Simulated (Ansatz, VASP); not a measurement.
# GeBiBr5: VASP beside Ansatz

```xyz
7
Lattice="4.7719 0.0000 0.0000 0.0000 4.7719 0.0000 0.0000 0.0000 8.6834" Properties=species:S:1:pos:R:3 pbc="T T T"
Ge    2.3859    2.3859    0.0000
Bi    0.0000    0.0000    4.3417
Br    0.0000    2.3859    2.6202
Br    0.0000    2.3859    6.0632
Br    2.3859    0.0000    2.6202
Br    2.3859    0.0000    6.0632
Br    0.0000    0.0000    0.0000
```

Change from the starting cell: species swapped into the TlSiPt5 type (P4/mmm, No. 123).

Alike in both runs: task relaxation of cell and atoms; functional PBE; k mesh 4 × 4 × 2; occupations gaussian, width 0.1 eV; no spin polarisation.

```csv
,VASP,Ansatz
version,VASP 6.6.1,Ansatz 0.2.0
potentials or method,"VASP PAW PBE potentials, release 64 (Ge_d, Bi_d, Br), cutoff 600 eV","scalar-relativistic, plane waves, PAW"
valence electrons in the cell,64,64
```

|  | VASP | Ansatz | Ansatz less VASP |
| --- | --- | --- | --- |
| gap on the k mesh at the Fermi level, each at its own relaxed structure (eV) | 0.59 | 0.60 | +0.012 |
| relaxed volume (Å³/atom) | 28.58 | 28.65 | +0.068 |
| relaxed cell length with the largest relative difference (Å) | 8.006 | 8.060 | +0.0545 |

Spin-orbit coupling is off throughout.
